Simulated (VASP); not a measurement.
# MgO (Fm-3m) in VASP: a series of runs

MgO is run at these levels: LDA; tasks: single point.

All numbers are computed with VASP 6.6.1; they aren't measurements. Logs are shortened: lines on timing, memory, paths and dates and some standing lists are left out, and cuts for length are marked.

**Experimental background.**

From “Electronic structure of alkaline earth and post-transition metal oxides”, 2009, arxiv:0908.1581, for a bulk crystal of MgO: band gap 7.83 eV.

The results are compared with them further down.

### Step 1. The cell of the first run

Symmetry: Fm-3m, No. 225, cubic system. Conventional cell: a = 4.163 Å, b = 4.163 Å, c = 4.163 Å, α = 90.00°, β = 90.00°, γ = 90.00°. Within 2.8 Å of Mg (site symmetry m-3m) lie 6 O at 2.08 Å. Within 2.8 Å of O (site symmetry m-3m) lie 6 Mg at 2.08 Å.

### Step 2. Single point, LDA

INCAR reads:

```
SYSTEM = MgO
PREC = Accurate
ENCUT = 840
EDIFF = 1E-6
ISMEAR = 0
SIGMA = 0.1
LREAL = .FALSE.
LASPH = .TRUE.
NELM = 120
ALGO = Normal
ISIF = 2
LWAVE = .FALSE.
LCHARG = .TRUE.
LELF = .TRUE.
LVHAR = .TRUE.
NBANDS = 15
GGA_COMPAT = .FALSE.
```

KPOINTS reads:

```
regular mesh
0
G
  8 8 8
  0 0 0
```

POSCAR reads:

```
MgO
1.0
    0.0000000000      2.0816499858      2.0816499858
    2.0816499858      0.0000000000      2.0816499858
    2.0816499858      2.0816499858      0.0000000000
Mg O
1 1
Direct
    0.0000000000      0.0000000000      0.0000000000
    0.5000000000      0.5000000000      0.5000000000
```

Potentials or basis: VASP PAW LDA potentials, release 64 (Mg_sv, O).

Launch:

```
$ cat potpaw_LDA.64/Mg_sv/POTCAR potpaw_LDA.64/O/POTCAR > POTCAR
$ mpirun -np 1 vasp_std > vasp.out
```

OUTCAR:

```text
SYSTEM = MgO
   PREC = Accurate
   ENCUT = 840
   EDIFF = 1E-6
   ISMEAR = 0
   LREAL = .FALSE.
   LASPH = .TRUE.
   NELM = 120
   ISIF = 2

 ion  position               nearest neighbor table
   1  0.000  0.000  0.000-   2 2.08   2 2.08   2 2.08   2 2.08   2 2.08   2 2.08
   2  0.500  0.500  0.500-   1 2.08   1 2.08   1 2.08   1 2.08   1 2.08   1 2.08

  LATTYP: Found a face centered cubic cell.
 ALAT       =     4.1632999716

  Lattice vectors:

 A1 = (   0.0000000000,   2.0816499858,   2.0816499858)
 A2 = (   2.0816499858,   0.0000000000,   2.0816499858)
 A3 = (   2.0816499858,   2.0816499858,   0.0000000000)

Analysis of symmetry for initial positions (statically):
=====================================================================
 Subroutine PRICEL returns:
 Original cell was already a primitive cell.

 Routine SETGRP: Setting up the symmetry group for a
 face centered cubic supercell.

 Subroutine GETGRP returns: Found 48 space group operations
 (whereof 48 operations were pure point group operations)
 out of a pool of 48 trial point group operations.

The static configuration has the point symmetry O_h .

Analysis of symmetry for dynamics (positions and initial velocities):
=====================================================================
 Subroutine PRICEL returns:
 Original cell was already a primitive cell.

 Routine SETGRP: Setting up the symmetry group for a
 face centered cubic supercell.

 Subroutine GETGRP returns: Found 48 space group operations
 (whereof 48 operations were pure point group operations)
 out of a pool of 48 trial point group operations.

The dynamic configuration has the point symmetry O_h .

 Subroutine INISYM returns: Found 48 space group operations
 (whereof 48 operations are pure point group operations),
 and found     1 'primitive' translations

----------------------------------------------------------------------------------------

                                     Primitive cell

  volume of cell :      18.0407

  direct lattice vectors                    reciprocal lattice vectors
     0.000000000  2.081649986  2.081649986    -0.240194078  0.240194078  0.240194078
     2.081649986  0.000000000  2.081649986     0.240194078 -0.240194078  0.240194078
     2.081649986  2.081649986  0.000000000     0.240194078  0.240194078 -0.240194078

  length of vectors
     2.943897642  2.943897642  2.943897642     0.416028348  0.416028348  0.416028348

  position of ions in fractional coordinates (direct lattice)
     0.000000000  0.000000000  0.000000000
     0.500000000  0.500000000  0.500000000

  ion indices of the primitive-cell ions
   primitive index   ion index
                 1           1
                 2           2

----------------------------------------------------------------------------------------
[... 82 lines left out ...]
   NUPDOWN=      -1.0000    fix difference up-down
   EMIN   =  10.00;   EMAX   =-10.00  energy-range for DOS
   EFERMI =   0.00;   METHOD = LEGACY
   ISMEAR =     0;   SIGMA  =   0.10  broadening in eV -4-tet -1-fermi 0-gaus
   EFERMI_NEDOS =   21; number of points for ismear=-14 and -15
   IALGO  =     38    algorithm
   IMIX   =      4    mixing-type and parameters
     AMIX     =   0.40;   BMIX     =  1.00
     AMIX_MAG =   1.60;   BMIX_MAG =  1.00
  volume/ion in A,a.u.               =       9.02        60.87
  Fermi-wavevector in a.u.,A,eV,Ry     =   1.572886  2.972323 33.660391  2.473969
  Thomas-Fermi vector in A             =   2.674253
   LORBIT       =      0    0 simple, 1 ext, 2 COOP (PROOUT), +10 PAW based schemes
   GGA     = CA    functional components
   LHFCALC =     F    Hartree Fock is set to
   AEXX    =    0.0000 exact exchange contribution
   IVDW    =     0    specifies the selected vdW correction
   LEPSILON=     F    determine dielectric tensor
   LRPA    =     F    only Hartree local field effects (RPA)
 non-spin polarized calculation
 Gauss-broadening in eV      SIGMA  =   0.10
  energy-cutoff  :      840.00
  volume of cell :       18.04
 maximum number of plane-waves:      1012
   NGX = 13   NGY = 13   NGZ = 13

 number of electron      15.9999996 magnetization

 Free energy of the ion-electron system (eV)
  ---------------------------------------------------
  ext. energy  EPLUGINS =         0.00000000
  ---------------------------------------------------
  free energy    TOTEN  =       -13.23366566 eV

  energy without entropy =      -13.23366566  energy(sigma->0) =      -13.23366566

 E-fermi :   3.5525     XC(G=0): -12.1150

 val. band max:        2.8380250954   @ k =   0.0000   0.0000   0.0000
 cond. band min:       7.8530328742   @ k =   0.0000   0.0000   0.0000
 fundamental gap:      5.0150077789
 Fermi energy:         3.5525364578

 k-point     1 :       0.0000    0.0000    0.0000
  band No.  band energies     occupation
      1     -68.3857      2.00000
      2     -35.8425      2.00000
      3     -35.8425      2.00000
      4     -35.8425      2.00000
      5     -14.3318      2.00000
      6       2.8380      2.00000
      7       2.8380      2.00000
      8       2.8380      2.00000
      9       7.8530      0.00000
     10      18.5577      0.00000
     11      18.5577      0.00000
     12      18.5577      0.00000
     13      22.6783      0.00000
     14      24.3547      0.00000
[... 401 lines left out ...]
      2     -35.9306      2.00000
      3     -35.8786      2.00000
      4     -35.8617      2.00000
      5     -12.7031      2.00000
      6      -1.3626      2.00000
      7       0.7956      2.00000
      8       1.7840      2.00000
      9      12.5887      0.00000
     10      15.1707      0.00000
     11      16.4369      0.00000
     12      19.8611      0.00000
     13      23.5036      0.00000
     14      25.0479      0.00000
     15      29.2066      0.00000

 [... further k-points ...]
[... 5 lines left out ...]
  --------------------------------------------------------------------------------------
  -------------------------------------------------------------------------------------
  Total        0.0116770      0.0116770      0.0116770     -0.0000000     -0.0000000      0.0000000
  in kB        1.0370282      1.0370282      1.0370282     -0.0000000     -0.0000000      0.0000000
  external PRESSURE =       1.0370282 kB  Pullay stress =       0.0000000 kB

 VOLUME and BASIS-vectors are now :
 -----------------------------------------------------------------------------
  energy-cutoff  :      840.00
  volume of cell :       18.04
      direct lattice vectors                 reciprocal lattice vectors
     0.000000000  2.081649986  2.081649986    -0.240194078  0.240194078  0.240194078
     2.081649986  0.000000000  2.081649986     0.240194078 -0.240194078  0.240194078
     2.081649986  2.081649986  0.000000000     0.240194078  0.240194078 -0.240194078

 POSITION                                       TOTAL-FORCE (eV/Angst)
 -----------------------------------------------------------------------------------
      0.00000      0.00000      0.00000         0.000000      0.000000      0.000000
      2.08165      2.08165      2.08165        -0.000000     -0.000000     -0.000000
 -----------------------------------------------------------------------------------
    total drift:                                0.000000      0.000000      0.000000

  FREE ENERGIE OF THE ION-ELECTRON SYSTEM (eV)
  ---------------------------------------------------
  free  energy   TOTEN  =       -13.2336656629 eV

  energy  without entropy=      -13.2336656629  energy(sigma->0) =      -13.23366566
```

OSZICAR:

```text
N       E                     dE             d eps       ncg     rms          rms(c)
DAV:   1     0.160730675495E+03    0.16073E+03   -0.13558E+04   870   0.177E+03
DAV:   2    -0.897428678603E+01   -0.16970E+03   -0.16035E+03  1017   0.451E+02
DAV:   3    -0.147872903312E+02   -0.58130E+01   -0.57667E+01  1172   0.774E+01
DAV:   4    -0.148607160211E+02   -0.73426E-01   -0.73417E-01   989   0.868E+00
DAV:   5    -0.148617465149E+02   -0.10305E-02   -0.10305E-02  1143   0.833E-01    0.848E+00
DAV:   6    -0.132985866475E+02    0.15632E+01   -0.24229E+00   940   0.150E+01    0.276E+00
DAV:   7    -0.132623270246E+02    0.36260E-01   -0.13129E-01  1031   0.336E+00    0.166E+00
DAV:   8    -0.132347152295E+02    0.27612E-01   -0.42658E-02  1087   0.208E+00    0.329E-01
DAV:   9    -0.132336336015E+02    0.10816E-02   -0.33403E-03   968   0.512E-01    0.765E-02
DAV:  10    -0.132336730743E+02   -0.39473E-04   -0.13391E-04  1108   0.143E-01    0.349E-02
DAV:  11    -0.132336657458E+02    0.73285E-05   -0.11385E-05  1052   0.377E-02    0.411E-03
DAV:  12    -0.132336656629E+02    0.82886E-07   -0.19209E-07   498   0.626E-03
   1 F= -.13233666E+02 E0= -.13233666E+02  d E =-.222524E-25
```

It took 7.5 s on 1 thread of AMD EPYC 9R45 (Zen 5), shared host; peak memory 0.11 GiB.

Results:

| Quantity | Value |
| --- | --- |
| Free energy | -13.2337 eV |
| Pressure | 0.1 GPa |
| Band gap on the k mesh | 5.01 eV |

### Step 3. Single point, LDA

INCAR reads:

```
PREC     = Accurate       # precision mode
ENCUT    = 840            # plane-wave cutoff, eV
EDIFF    = 1E-6           # SCF threshold, eV
ISMEAR   = 0              # smearing method
SIGMA    = 0.02           # smearing width, eV
LREAL    = False          # projectors in reciprocal space
LASPH    = True           # aspherical terms in the spheres
NELM     = 120            # most SCF steps
ALGO     = Normal         # electronic algorithm
ISIF     = 2              # what is computed and relaxed
LWAVE    = False          # write WAVECAR
LCHARG   = False          # write CHGCAR
GGA      = CA             # functional
NBANDS   = 15             # bands
GGA_COMPAT= False
```

KPOINTS reads:

```
regular mesh
0
Gamma
  10 10 10
```

POSCAR reads:

```
MgO
1.0
    0.0000000000      2.0803453664      2.0803453664
    2.0803453664      0.0000000000      2.0803453664
    2.0803453664      2.0803453664      0.0000000000
Mg O
1 1
Direct
    0.0000000000      0.0000000000      0.0000000000
    0.5000000000      0.5000000000      0.5000000000
```

Potentials or basis: VASP PAW LDA potentials, release 64 (Mg_sv, O).

Launch:

```
$ cat potpaw_LDA.64/Mg_sv/POTCAR potpaw_LDA.64/O/POTCAR > POTCAR
$ mpirun -np 1 vasp_std > vasp.out
```

OUTCAR:

```text
PREC = Accurate
   ENCUT = 840
   EDIFF = 1E-6
   ISMEAR = 0
   LREAL = False
   LASPH = True
   NELM = 120
   ISIF = 2
   GGA = CA

 ion  position               nearest neighbor table
   1  0.000  0.000  0.000-   2 2.08   2 2.08   2 2.08   2 2.08   2 2.08   2 2.08
   2  0.500  0.500  0.500-   1 2.08   1 2.08   1 2.08   1 2.08   1 2.08   1 2.08

  LATTYP: Found a face centered cubic cell.
 ALAT       =     4.1606907328

  Lattice vectors:

 A1 = (   0.0000000000,   2.0803453664,   2.0803453664)
 A2 = (   2.0803453664,   0.0000000000,   2.0803453664)
[... 610 lines left out ...]
     12      21.2039      0.00000
     13      21.4209      0.00000
     14      27.8660      0.00000
     15      30.2948      0.00000

 [... further k-points ...]
[... 5 lines left out ...]
  --------------------------------------------------------------------------------------
  -------------------------------------------------------------------------------------
  Total        0.0479603      0.0479603      0.0479603      0.0000000      0.0000000     -0.0000000
  in kB        4.2673275      4.2673275      4.2673275      0.0000000      0.0000000     -0.0000000
  external PRESSURE =       4.2673275 kB  Pullay stress =       0.0000000 kB

 VOLUME and BASIS-vectors are now :
 -----------------------------------------------------------------------------
  energy-cutoff  :      840.00
  volume of cell :       18.01
      direct lattice vectors                 reciprocal lattice vectors
     0.000000000  2.080345366  2.080345366    -0.240344708  0.240344708  0.240344708
     2.080345366  0.000000000  2.080345366     0.240344708 -0.240344708  0.240344708
     2.080345366  2.080345366  0.000000000     0.240344708  0.240344708 -0.240344708

 POSITION                                       TOTAL-FORCE (eV/Angst)
 -----------------------------------------------------------------------------------
      0.00000      0.00000      0.00000         0.000000      0.000000      0.000000
      2.08035      2.08035      2.08035        -0.000000     -0.000000     -0.000000
 -----------------------------------------------------------------------------------
    total drift:                                0.000000      0.000000      0.000000

  FREE ENERGIE OF THE ION-ELECTRON SYSTEM (eV)
  ---------------------------------------------------
  free  energy   TOTEN  =       -13.2334896782 eV

  energy  without entropy=      -13.2334896782  energy(sigma->0) =      -13.23348968
```

stdout:

```text
POSCAR found type information on POSCAR MgO
 POSCAR found :  2 types and       2 ions
 scaLAPACK will be used
 LDA part: xc-table for (Slater(with rela. corr.)+CA(PZ))
 , standard interpolation
 POSCAR, INCAR and KPOINTS ok, starting setup
 FFT: planning ... GRIDC
 FFT: planning ... GRID_SOFT
 FFT: planning ... GRID
 WAVECAR not read
 entering main loop
```

Run time: 42 s. Hardware: 1 thread of AMD EPYC, shared host; peak memory 0.12 GiB.

What came out:

| Property | Result |
| --- | --- |
| Free energy | -13.2335 eV |
| Pressure | 0.4 GPa |
| Band gap on the k mesh | 5.03 eV |

Levels at points of the mesh, in eV from the valence-band top:
```csv
k point,band 4,band 5,band 6,band 7,band 8,band 9,band 10,band 11,band 12,band 13
"(0.00, 0.00, 0.00)",-38.67,-17.18,0.00,0.00,0.00,5.03,15.73,15.73,15.73,19.86
"(0.50, 0.00, 0.00)",-38.68,-15.70,-4.86,-0.71,-0.71,7.97,12.83,16.39,16.39,21.18
"(0.50, 0.50, 0.00)",-38.71,-15.46,-4.27,-1.42,-1.42,8.93,10.13,13.29,19.20,19.20
```

### Step 4. How close it comes

Step 2. A measured gap of MgO is 7.83 eV (quoted in “Electronic structure of alkaline earth and post-transition metal oxides”, 2009, arxiv:0908.1581); the calculated 5.01 eV misses it by -2.82 eV. The value is that of LDA, without temperature or zero-point motion. Semilocal functionals fall short of measured gaps as a rule.

Step 3. A measured gap of MgO is 7.83 eV (quoted in “Electronic structure of alkaline earth and post-transition metal oxides”, 2009, arxiv:0908.1581); the calculated 5.03 eV misses it by -2.80 eV. The value is that of LDA, without temperature or zero-point motion. Semilocal functionals fall short of measured gaps as a rule.
